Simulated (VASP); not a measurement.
# Si2F in VASP: notebook

Runs on Si2F. Level: r2SCAN. Tasks: single point, relaxation of cell and atoms.

Program: VASP 6.6.1. These are calculated values, not measurements. Logs are shortened: lines on timing, memory, paths and dates and some standing lists are left out, and cuts for length are marked.

## (1) The cell of the first run

The structure is hexagonal, space group P6/mmm (No. 191). The conventional cell has a = 4.137 Å, b = 4.137 Å, c = 2.778 Å, α = 90.00°, β = 90.00°, γ = 120.00°. Si (site symmetry -6m2) has 5 Si at 2.39 to 2.78 Å and 6 F at 2.76 Å within 3.2 Å. F (site symmetry 6/mmm) has 12 Si at 2.76 Å and 2 F at 2.78 Å within 3.6 Å.

## (2) Single point, r2SCAN

File POSCAR:

```
Si2F
1.0
    2.0682524791      3.5823183767      0.0000000000
   -2.0682524791      3.5823183767      0.0000000000
    0.0000000000      0.0000000000      2.7784764991
Si F
2 1
Direct
    0.3333333333      0.3333333333      0.5000000000
    0.6666666667      0.6666666667      0.5000000000
    0.0000000000      0.0000000000      0.0000000000
```

File INCAR.step1:

```
  ALGO = Normal
  EDIFF = 1E-4
  ENCUT = 520
  GGA = PE
  ISMEAR = -1
  LASPH = T
  LCHARG = F
  LREAL = F
  LWAVE = T
  NBANDS = 14
  NELM = 100
  PREC = Accurate
  SIGMA = 0.1
```

File INCAR.step2:

```
  ALGO = Normal
  EDIFF = 1E-6
  ENCUT = 520
  ISIF = 2
  ISMEAR = -1
  ISTART = 1
  LASPH = T
  LCHARG = F
  LMIXTAU = T
  LREAL = F
  LWAVE = F
  METAGGA = R2SCAN
  NBANDS = 14
  NELM = 100
  PREC = Accurate
  SIGMA = 0.1
```

File KPOINTS:

```
k-points
0
Gamma
  6 6 5
```

Potentials or basis: VASP PAW PBE potentials, release 64 (Si, F).

Launch:

```sh
$ cat potpaw_PBE.64/Si/POTCAR potpaw_PBE.64/F/POTCAR > POTCAR
$ cp INCAR.step1 INCAR
$ mpirun -np 1 vasp_std > vasp.out
$ cp INCAR.step2 INCAR
$ mpirun -np 1 vasp_std > vasp.out
```

OUTCAR:

```text
EDIFF = 1E-6
   ENCUT = 520
   ISIF = 2
   ISMEAR = -1
   ISTART = 1
   LASPH = T
   LREAL = F
   METAGGA = R2SCAN
   NELM = 100
   PREC = Accurate

 ion  position               nearest neighbor table
   1  0.333  0.333  0.500-   2 2.39   2 2.39   2 2.39
   2  0.667  0.667  0.500-   1 2.39   1 2.39   1 2.39
   3  0.000  0.000  0.000-

  LATTYP: Found a hexagonal cell.
 ALAT       =     4.1365049582
 C/A-ratio  =     0.6716966442

  Lattice vectors:

 A1 = (   2.0682524791,  -3.5823183767,   0.0000000000)
 A2 = (   2.0682524791,   3.5823183767,   0.0000000000)
 A3 = (   0.0000000000,   0.0000000000,   2.7784764991)

Analysis of symmetry for initial positions (statically):
=====================================================================
 Subroutine PRICEL returns:
 Original cell was already a primitive cell.

 Routine SETGRP: Setting up the symmetry group for a
 hexagonal supercell.

 Subroutine GETGRP returns: Found 24 space group operations
 (whereof 24 operations were pure point group operations)
 out of a pool of 24 trial point group operations.

The static configuration has the point symmetry D_6h.

Analysis of symmetry for dynamics (positions and initial velocities):
=====================================================================
 Subroutine PRICEL returns:
 Original cell was already a primitive cell.

 Routine SETGRP: Setting up the symmetry group for a
 hexagonal supercell.

 Subroutine GETGRP returns: Found 24 space group operations
 (whereof 24 operations were pure point group operations)
 out of a pool of 24 trial point group operations.

The dynamic configuration has the point symmetry D_6h.

 Subroutine INISYM returns: Found 24 space group operations
 (whereof 24 operations are pure point group operations),
 and found     1 'primitive' translations

----------------------------------------------------------------------------------------

                                     Primitive cell

  volume of cell :      41.1722

  direct lattice vectors                    reciprocal lattice vectors
     2.068252479  3.582318377  0.000000000     0.241749982  0.139574417  0.000000000
    -2.068252479  3.582318377  0.000000000    -0.241749982  0.139574417  0.000000000
     0.000000000  0.000000000  2.778476499     0.000000000  0.000000000  0.359909468

  length of vectors
     4.136504958  4.136504958  2.778476499     0.279148835  0.279148835  0.359909468

  position of ions in fractional coordinates (direct lattice)
     0.333333333  0.333333333  0.500000000
     0.666666667  0.666666667  0.500000000
     0.000000000  0.000000000  0.000000000

  ion indices of the primitive-cell ions
   primitive index   ion index
                 1           1
                 2           2
                 3           3

----------------------------------------------------------------------------------------

 KPOINTS: k-points

Automatic generation of k-mesh.
 Grid dimensions read from file:
 generate k-points for:    6    6    5

 Generating k-lattice:

  Cartesian coordinates                     Fractional coordinates (reciprocal lattice)
     0.040291664  0.023262403  0.000000000     0.166666667  0.000000000  0.000000000
    -0.040291664  0.023262403  0.000000000     0.000000000  0.166666667  0.000000000
     0.000000000  0.000000000  0.071981894     0.000000000  0.000000000  0.200000000

  Length of vectors
     0.046524806  0.046524806  0.071981894

  Shift w.r.t. Gamma in fractional coordinates (k-lattice)
     0.000000000  0.000000000  0.000000000

 Subroutine IBZKPT returns following result:
 ===========================================

 Found     21 irreducible k-points:

 Following reciprocal coordinates:
            Coordinates               Weight
  0.000000  0.000000  0.000000      1.000000
  0.166667  0.000000  0.000000      6.000000
  0.333333  0.000000  0.000000      6.000000
  0.500000  0.000000  0.000000      3.000000
  0.333333  0.166667  0.000000      6.000000
  0.500000  0.166667  0.000000     12.000000
[... 13 lines left out ...]
  0.500000  0.166667  0.400000     24.000000
 -0.333333  0.333333  0.400000      4.000000
   k-points           NKPTS =     21   k-points in BZ     NKDIM =     21   number of bands    NBANDS=     14
   number of dos      NEDOS =    301   number of ions     NIONS =      3
   total plane-waves  NPLWV =  24576
   dimension x,y,z NGX =    32 NGY =   32 NGZ =   24
   dimension x,y,z NGXF=    64 NGYF=   64 NGZF=   48
   ions per type =               2   1
   NGX,Y,Z   is equivalent  to a cutoff of  12.86, 12.86, 14.36 a.u.
   NGXF,Y,Z  is equivalent  to a cutoff of  25.72, 25.72, 28.72 a.u.
 SYSTEM =  unknown system
   PREC   = accura    normal or accurate (medium, high low for compatibility)
   ISTART =      1    job   : 0-new  1-cont  2-samecut
   ICHARG =      0    charge: 1-file 2-atom 10-const
   ISPIN  =      1    spin polarized calculation?
   LNONCOLLINEAR =      F non collinear calculations
   LSORBIT =      F    spin-orbit coupling
   LASPH  =      T    aspherical Exc in radial PAW
   ENCUT  =  520.0 eV  38.22 Ry    6.18 a.u.   7.69  7.69  5.17*2*pi/ulx,y,z
   NELM   =    100;   NELMIN=  2; NELMDL=  0     # of ELM steps
   EDIFF  = 0.1E-05   stopping-criterion for ELM
   LREAL  =      F    real-space projection
   EDIFFG = 0.1E-04   stopping-criterion for IOM
   NSW    =      0    number of steps for IOM
   IBRION =     -1    ionic relax: 0-MD 1-quasi-New 2-CG
   NFREE  =      0    steps in history (QN), initial steepest desc. (CG)
   ISIF   =      2    stress and relaxation
   ISYM   =      2    0-nonsym 1-usesym 2-fastsym
   POTIM  = 0.5000    time-step for ionic-motion
   TEBEG  =    0.0;   TEEND  =   0.0 temperature during run
   PSTRESS=    0.0 pullay stress
   NELECT =      15.0000    total number of electrons
   NUPDOWN=      -1.0000    fix difference up-down
   EMIN   =  10.00;   EMAX   =-10.00  energy-range for DOS
   EFERMI =   0.00;   METHOD = LEGACY
   ISMEAR =    -1;   SIGMA  =   0.10  broadening in eV -4-tet -1-fermi 0-gaus
   EFERMI_NEDOS =   21; number of points for ismear=-14 and -15
   IALGO  =     38    algorithm
   IMIX   =      4    mixing-type and parameters
     AMIX     =   0.40;   BMIX     =  1.00
     AMIX_MAG =   1.60;   BMIX_MAG =  1.00
  volume/ion in A,a.u.               =      13.72        92.61
  Fermi-wavevector in a.u.,A,eV,Ry     =   1.169240  2.209544 18.600835  1.367123
  Thomas-Fermi vector in A             =   2.305716
   LORBIT       =      0    0 simple, 1 ext, 2 COOP (PROOUT), +10 PAW based schemes
   METAGGA = R2SCAN    functional components
   LHFCALC =     F    Hartree Fock is set to
   AEXX    =    0.0000 exact exchange contribution
   IVDW    =     0    specifies the selected vdW correction
   LEPSILON=     F    determine dielectric tensor
   LRPA    =     F    only Hartree local field effects (RPA)
 non-spin polarized calculation
  energy-cutoff  :      520.00
  volume of cell :       41.17
 maximum number of plane-waves:      1128
   NGX = 15   NGY = 15   NGZ = 11

 number of electron      14.9999991 magnetization

 Free energy of the ion-electron system (eV)
  ---------------------------------------------------
  ext. energy  EPLUGINS =         0.00000000
  ---------------------------------------------------
  free energy    TOTEN  =       -21.59872767 eV

  energy without entropy =      -21.56461162  energy(sigma->0) =      -21.58166965

 E-fermi :   6.0147     XC(G=0): -11.1048

 val. band max:        5.7625458666   @ k =   0.5000   0.1667   0.4000
 cond. band min:       6.0726324053   @ k =   0.5000   0.1667   0.4000
 fundamental gap:      0.3100865387
 Fermi energy:         6.0147063921

 k-point     1 :       0.0000    0.0000    0.0000
  band No.  band energies     occupation
      1     -17.2436      2.00000
      2      -5.1901      2.00000
      3       1.6640      2.00000
      4       1.6640      2.00000
      5       3.4185      2.00000
      6       3.7353      2.00000
      7       3.7353      2.00000
      8       4.0696      2.00000
      9      11.4468      0.00000
     10      11.4469      0.00000
     11      12.4588      0.00000
     12      13.4973      0.00000
     13      18.8817      0.00000
     14      21.9563      0.00000

 k-point     2 :       0.1667    0.0000    0.0000
  band No.  band energies     occupation
      1     -17.2270      2.00000
      2      -5.0886      2.00000
      3       0.8094      2.00000
      4       1.2420      2.00000
      5       2.5661      2.00000
      6       3.4383      2.00000
      7       4.2837      2.00000
      8       6.6231      0.00455
      9      10.8936      0.00000
     10      11.8278      0.00000
     11      12.5982      0.00000
     12      14.0725      0.00000
     13      17.7669      0.00000
     14      21.5612      0.00000

 k-point     3 :       0.3333    0.0000    0.0000
  band No.  band energies     occupation
      1     -17.1929      2.00000
      2      -4.7836      2.00000
      3      -1.0028      2.00000
      4       0.6929      2.00000
      5       3.2258      2.00000
      6       3.4781      2.00000
      7       5.0627      1.99985
      8       7.7972      0.00000
      9      11.5224      0.00000
     10      13.0059      0.00000
     11      13.0335      0.00000
     12      15.1174      0.00000
     13      16.1415      0.00000
     14      19.5096      0.00000
[... 273 lines left out ...]
 k-point    20 :       0.5000    0.1667    0.4000
  band No.  band energies     occupation
      1     -16.9095      2.00000
      2      -1.7454      2.00000
      3       0.0563      2.00000
      4       1.1311      2.00000
      5       1.9811      2.00000
      6       2.8073      2.00000
      7       4.9149      1.99997
      8       5.7625      1.85129
      9       6.0726      0.71821
     10      11.6364      0.00000
     11      12.7216      0.00000
     12      14.2646      0.00000
     13      16.8830      0.00000
     14      17.6087      0.00000

 k-point    21 :      -0.3333    0.3333    0.4000
  band No.  band energies     occupation
      1     -16.9050      2.00000
      2      -0.7862      2.00000
      3      -0.7861      2.00000
      4       0.7461      2.00000
      5       2.1965      2.00000
      6       2.1965      2.00000
      7       5.7110      1.90847
      8       5.7303      1.89001
      9       5.7303      1.89000
     10      12.0565      0.00000
     11      13.4547      0.00000
     12      13.4547      0.00000
     13      15.9479      0.00000
     14      18.9481      0.00000

------------------------ aborting loop because EDIFF is reached ----------------------------------------

  FORCE on cell =-STRESS in cart. coord.  units (eV):
  Direction    XX          YY          ZZ          XY          YZ          ZX
  --------------------------------------------------------------------------------------
  -------------------------------------------------------------------------------------
  Total       -0.1153214     -0.1153214     -0.0531659     -0.0000000      0.0000000     -0.0000000
  in kB       -4.4876178     -4.4876178     -2.0688973     -0.0000000      0.0000000     -0.0000000
  external PRESSURE =      -3.6813777 kB  Pullay stress =       0.0000000 kB

 VOLUME and BASIS-vectors are now :
 -----------------------------------------------------------------------------
  energy-cutoff  :      520.00
  volume of cell :       41.17
      direct lattice vectors                 reciprocal lattice vectors
     2.068252479  3.582318377  0.000000000     0.241749982  0.139574417  0.000000000
    -2.068252479  3.582318377  0.000000000    -0.241749982  0.139574417  0.000000000
     0.000000000  0.000000000  2.778476499     0.000000000  0.000000000  0.359909468

 POSITION                                       TOTAL-FORCE (eV/Angst)
 -----------------------------------------------------------------------------------
      0.00000      2.38821      1.38924        -0.000000      0.000000      0.000000
      0.00000      4.77642      1.38924         0.000000     -0.000000     -0.000000
      0.00000      0.00000      0.00000         0.000000     -0.000000      0.000000
 -----------------------------------------------------------------------------------
    total drift:                                0.000000      0.000000     -0.000000

  FREE ENERGIE OF THE ION-ELECTRON SYSTEM (eV)
  ---------------------------------------------------
  free  energy   TOTEN  =       -21.5987276709 eV

  energy  without entropy=      -21.5646116212  energy(sigma->0) =      -21.58166965
```

Wall time 95 s (1 thread of Intel Xeon 8259CL, shared host); peak memory 0.13 GiB.

Results:

```yaml
Free_energy: -21.5987 eV
Pressure: -0.4 GPa
Band_gap_on_the_k_mesh: zero (an odd number of electrons rules out a gap without spin polarisation)
```

Caveat: the k points lie up to 0.45 Å⁻¹ apart, too coarse for converged energies and pressures of a metal; the PAW data sets were made with another functional, which shifts forces and pressure a little; an odd number of electrons without spin polarisation forces a metal; a magnetic or distorted state may lie lower.

(Part 1 of 2 ends here.)
